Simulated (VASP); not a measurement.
# Yb (Pm-3m) in VASP: a series of runs

Runs on Yb. Level: revPBE. Tasks: single point.

Program: VASP 6.6.1. These are calculated values, not measurements. Logs are shortened: lines on timing, memory, paths and dates and some standing lists are left out, and cuts for length are marked.

**1. The cell of the first run**

It takes space group Pm-3m (No. 221, cubic). Conventional cell: a = 3.338 Å, b = 3.338 Å, c = 3.338 Å, α = 90.00°, β = 90.00°, γ = 90.00°. Yb (site symmetry m-3m) has 6 Yb at 3.34 Å within 4.4 Å.

**2. Single point, revPBE (volume scaled by 0.88)**

Contents of INCAR:

```
  PREC = Accurate
  ENCUT = 520
  EDIFF = 1E-6
  ISMEAR = -1
  SIGMA = 0.1
  LREAL = False
  LASPH = True
  NELM = 100
  ALGO = Normal
  ISIF = 2
  LWAVE = False
  LCHARG = False
  GGA = RE
  NBANDS = 18
```

Contents of KPOINTS:

```
regular mesh
0
Gamma
  10 10 10
```

Contents of POSCAR:

```
Yb
1.0
    3.3379703297      0.0000000000      0.0000000000
    0.0000000000      3.3379703297      0.0000000000
    0.0000000000      0.0000000000      3.3379703297
Yb
1
Direct
    0.0000000000      0.0000000000      0.0000000000
```

Potentials or basis: VASP PAW PBE potentials, release 64 (Yb).

On the command line:

```console
$ cat potpaw_PBE.64/Yb/POTCAR > POTCAR
$ mpirun -np 1 vasp_std > vasp.out
```

OUTCAR:

```text
PREC = Accurate
   ENCUT = 520
   EDIFF = 1E-6
   ISMEAR = -1
   LREAL = False
   LASPH = True
   NELM = 100
   ISIF = 2
   GGA = RE

 ion  position               nearest neighbor table
   1  0.000  0.000  0.000-

  LATTYP: Found a simple cubic cell.
 ALAT       =     3.3379703297

  Lattice vectors:

 A1 = (   3.3379703297,   0.0000000000,   0.0000000000)
 A2 = (   0.0000000000,   3.3379703297,   0.0000000000)
 A3 = (   0.0000000000,   0.0000000000,   3.3379703297)

Analysis of symmetry for initial positions (statically):
=====================================================================
 Subroutine PRICEL returns:
 Original cell was already a primitive cell.

 Routine SETGRP: Setting up the symmetry group for a
 simple cubic supercell.

 Subroutine GETGRP returns: Found 48 space group operations
 (whereof 48 operations were pure point group operations)
 out of a pool of 48 trial point group operations.

The static configuration has the point symmetry O_h .

Analysis of symmetry for dynamics (positions and initial velocities):
=====================================================================
 Subroutine PRICEL returns:
 Original cell was already a primitive cell.

 Routine SETGRP: Setting up the symmetry group for a
 simple cubic supercell.

 Subroutine GETGRP returns: Found 48 space group operations
 (whereof 48 operations were pure point group operations)
 out of a pool of 48 trial point group operations.

The dynamic configuration has the point symmetry O_h .

 Subroutine INISYM returns: Found 48 space group operations
 (whereof 48 operations are pure point group operations),
 and found     1 'primitive' translations

----------------------------------------------------------------------------------------

                                     Primitive cell

  volume of cell :      37.1918

  direct lattice vectors                    reciprocal lattice vectors
     3.337970330  0.000000000  0.000000000     0.299583250  0.000000000  0.000000000
     0.000000000  3.337970330  0.000000000     0.000000000  0.299583250  0.000000000
     0.000000000  0.000000000  3.337970330     0.000000000  0.000000000  0.299583250

  length of vectors
     3.337970330  3.337970330  3.337970330     0.299583250  0.299583250  0.299583250

  position of ions in fractional coordinates (direct lattice)
     0.000000000  0.000000000  0.000000000
[... 70 lines left out ...]
   ISPIN  =      1    spin polarized calculation?
   LNONCOLLINEAR =      F non collinear calculations
   LSORBIT =      F    spin-orbit coupling
   LASPH  =      T    aspherical Exc in radial PAW
   ENCUT  =  520.0 eV  38.22 Ry    6.18 a.u.   6.21  6.21  6.21*2*pi/ulx,y,z
   NELM   =    100;   NELMIN=  2; NELMDL= -5     # of ELM steps
   EDIFF  = 0.1E-05   stopping-criterion for ELM
   LREAL  =      F    real-space projection
   EDIFFG = 0.1E-04   stopping-criterion for IOM
   NSW    =      0    number of steps for IOM
   IBRION =     -1    ionic relax: 0-MD 1-quasi-New 2-CG
   NFREE  =      0    steps in history (QN), initial steepest desc. (CG)
   ISIF   =      2    stress and relaxation
   ISYM   =      2    0-nonsym 1-usesym 2-fastsym
   POTIM  = 0.5000    time-step for ionic-motion
   TEBEG  =    0.0;   TEEND  =   0.0 temperature during run
   PSTRESS=    0.0 pullay stress
   NELECT =      24.0000    total number of electrons
   NUPDOWN=      -1.0000    fix difference up-down
   EMIN   =  10.00;   EMAX   =-10.00  energy-range for DOS
   EFERMI =   0.00;   METHOD = LEGACY
   ISMEAR =    -1;   SIGMA  =   0.10  broadening in eV -4-tet -1-fermi 0-gaus
   EFERMI_NEDOS =   21; number of points for ismear=-14 and -15
   IALGO  =     38    algorithm
   IMIX   =      4    mixing-type and parameters
     AMIX     =   0.40;   BMIX     =  1.00
     AMIX_MAG =   1.60;   BMIX_MAG =  1.00
  volume/ion in A,a.u.               =      37.19       250.98
  Fermi-wavevector in a.u.,A,eV,Ry     =   1.414695  2.673386 27.230177  2.001362
  Thomas-Fermi vector in A             =   2.536210
   LORBIT       =      0    0 simple, 1 ext, 2 COOP (PROOUT), +10 PAW based schemes
   GGA     = RE    functional components
   LHFCALC =     F    Hartree Fock is set to
   AEXX    =    0.0000 exact exchange contribution
   IVDW    =     0    specifies the selected vdW correction
   LEPSILON=     F    determine dielectric tensor
   LRPA    =     F    only Hartree local field effects (RPA)
 non-spin polarized calculation
  energy-cutoff  :      520.00
  volume of cell :       37.19
 maximum number of plane-waves:      1024
 NGX is ok and might be reduce to    28
   NGX = 13   NGY = 13   NGZ = 13

 number of electron      24.0000007 magnetization

 Free energy of the ion-electron system (eV)
  ---------------------------------------------------
  ext. energy  EPLUGINS =         0.00000000
  ---------------------------------------------------
  free energy    TOTEN  =        -2.84759798 eV

  energy without entropy =       -2.76796350  energy(sigma->0) =       -2.80778074

 E-fermi :   1.3921     XC(G=0):  -9.1581

 val. band max:        1.3302956195   @ k =   0.5000   0.2000   0.2000
 cond. band min:       1.4343457164   @ k =   0.5000   0.3000   0.1000
 fundamental gap:      0.1040500969
 Fermi energy:         1.3920677652

 k-point     1 :       0.0000    0.0000    0.0000
  band No.  band energies     occupation
      1     -50.5709      2.00000
      2     -22.7082      2.00000
      3     -22.7082      2.00000
      4     -22.7082      2.00000
      5      -3.4567      2.00000
      6       0.8588      1.99039
[... 481 lines left out ...]
      5      -1.6065      2.00000
      6       0.8016      1.99456
[... 10 lines left out ...]
     17       7.6037      0.00000
     18       9.5893      0.00000

 [... further k-points ...]

------------------------ aborting loop because EDIFF is reached ----------------------------------------

  FORCE on cell =-STRESS in cart. coord.  units (eV):
  Direction    XX          YY          ZZ          XY          YZ          ZX
  --------------------------------------------------------------------------------------
  -------------------------------------------------------------------------------------
  Total        0.4862716      0.4862716      0.4862716     -0.0000000      0.0000000     -0.0000000
  in kB       20.9479770     20.9479770     20.9479770     -0.0000000      0.0000000     -0.0000000
  external PRESSURE =      20.9479770 kB  Pullay stress =       0.0000000 kB

 VOLUME and BASIS-vectors are now :
 -----------------------------------------------------------------------------
  energy-cutoff  :      520.00
  volume of cell :       37.19
      direct lattice vectors                 reciprocal lattice vectors
     3.337970330  0.000000000  0.000000000     0.299583250  0.000000000  0.000000000
     0.000000000  3.337970330  0.000000000     0.000000000  0.299583250  0.000000000
     0.000000000  0.000000000  3.337970330     0.000000000  0.000000000  0.299583250

 POSITION                                       TOTAL-FORCE (eV/Angst)
 -----------------------------------------------------------------------------------
      0.00000      0.00000      0.00000         0.000000      0.000000      0.000000
 -----------------------------------------------------------------------------------
    total drift:                               -0.000000     -0.000000     -0.000000

  FREE ENERGIE OF THE ION-ELECTRON SYSTEM (eV)
  ---------------------------------------------------
  free  energy   TOTEN  =        -2.8475979788 eV

  energy  without entropy=       -2.7679634969  energy(sigma->0) =       -2.80778074
```

stdout:

```text
POSCAR found type information on POSCAR Yb
 POSCAR found :  1 types and       1 ions
 scaLAPACK will be used
 -----------------------------------------------------------------------------
|                                                                             |
|                                                                             |
|     You enforced a specific xc type in the INCAR file but a different       |
|     I HOPE YOU KNOW WHAT YOU ARE DOING!                                     |
|                                                                             |
 -----------------------------------------------------------------------------

 LDA part: xc-table for (Slater+PW92), standard interpolation
 POSCAR, INCAR and KPOINTS ok, starting setup
 FFT: planning ... GRIDC
 FFT: planning ... GRID_SOFT
 FFT: planning ... GRID
 WAVECAR not read
 entering main loop
```

Run time: 79 s. Hardware: 1 thread of Intel Xeon Platinum 8259CL at 2.50GHz (Skylake/Cascade Lake), shared host; peak memory 0.19 GiB.

What came out:

```yaml
Free_energy: -2.8476 eV
Pressure: 2.1 GPa
Band_gap_on_the_k_mesh: zero (band 12 reaches 1.81 eV, above the bottom of band 13 at 1.12 eV)
```

Caveat: the PAW data sets were made with another functional, which shifts forces and pressure a little; spin-orbit coupling is left out, which moves the levels of the heavy elements. Spin polarisation is off, so any magnetic state and its effect on volume and gap are missing.

**3. Single point, revPBE (volume scaled by 0.92)**

Contents of INCAR:

```
  ALGO = Normal
  EDIFF = 1E-7
  ENCUT = 520
  GGA = RE
  ISIF = 2
  ISMEAR = -1
  LASPH = True
  LCHARG = False
  LREAL = False
  LWAVE = False
  NBANDS = 18
  NELM = 100
  PREC = Accurate
  SIGMA = 0.1
```

Contents of KPOINTS:

```
k-points
0
Gamma
  10 10 10
```

Contents of POSCAR:

```
Yb
1.0
    3.3877981285      0.0000000000      0.0000000000
    0.0000000000      3.3877981285      0.0000000000
    0.0000000000      0.0000000000      3.3877981285
Yb
1
Direct
    0.0000000000      0.0000000000      0.0000000000
```

Potentials or basis: VASP PAW PBE potentials, release 64 (Yb).

On the command line:

```console
$ cat potpaw_PBE.64/Yb/POTCAR > POTCAR
$ mpirun -np 1 vasp_std > vasp.out
```

Run time: 87 s. Hardware: 1 thread of Intel Xeon Platinum 8259CL at 2.50GHz (Skylake/Cascade Lake), shared host; peak memory 0.19 GiB.

Results (log left out):

- Free energy: -2.8597 eV
- Pressure: 0.8 GPa
- Band gap on the k mesh: zero (band 12 reaches 1.73 eV, above the bottom of band 13 at 0.97 eV)

Levels at points of the mesh, in eV from the Fermi level:
```csv
k point,band 9,band 10,band 11,band 12,band 13,band 14,band 15,band 16
"(0.00, 0.00, 0.00)",-0.50,-0.50,-0.50,-0.45,0.70,0.70,6.57,6.57
"(0.50, 0.00, 0.00)",-0.51,-0.46,-0.43,-0.43,-0.12,1.46,3.93,3.93
"(0.50, 0.50, 0.00)",-0.52,-0.49,-0.44,-0.43,0.63,3.16,3.16,4.54
"(0.50, 0.50, 0.50)",-0.45,-0.45,-0.45,0.47,0.47,0.47,5.77,7.03
```

Caveat: the PAW data sets were made with another functional, which shifts forces and pressure a little; spin-orbit coupling is left out, which moves the levels of the heavy elements.
